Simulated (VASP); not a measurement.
Zr2N, 6 atoms in the cell. Symmetry: P4_2/mnm, No. 136, tetragonal system. Conventional cell: a = 5.255 Å, b = 5.255 Å, c = 3.212 Å, α = 90.00°, β = 90.00°, γ = 90.00°. Within 2.9 Å of Zr (site symmetry m2m) lie 3 N at 2.19 to 2.21 Å. N (site symmetry mmm) has 6 Zr at 2.19 to 2.21 Å within 2.9 Å. 

* Program: VASP 6.6.1
* Task: single point
* Functional: PBEsol
* Potentials or basis: VASP PAW PBE potentials, release 64 (Zr_sv, N)
* Cutoff: 520 eV
* k mesh: 8 × 8 × 10
* Occupations: gaussian, width 0.1 eV
* Spin: no spin polarisation
* Dipole correction: no
* Further INCAR settings: ALGO = Normal; EDIFF = 1e-06; NBANDS = 38

Potentials or basis: VASP PAW PBE potentials, release 64 (Zr_sv, N).

Command:

```bash
$ cat potpaw_PBE.64/Zr_sv/POTCAR potpaw_PBE.64/N/POTCAR > POTCAR
$ mpirun -np 1 vasp_std > vasp.out
```

Hardware: 1 thread of Intel Xeon 8259CL, on a shared host.

**Question.** How long does it take, and how much memory?

**Answer.** It took 7.1 min on 1 thread of Intel Xeon 8259CL, on a shared host, peak memory 0.35 GiB. Counts: scf iterations 14, k points 90.
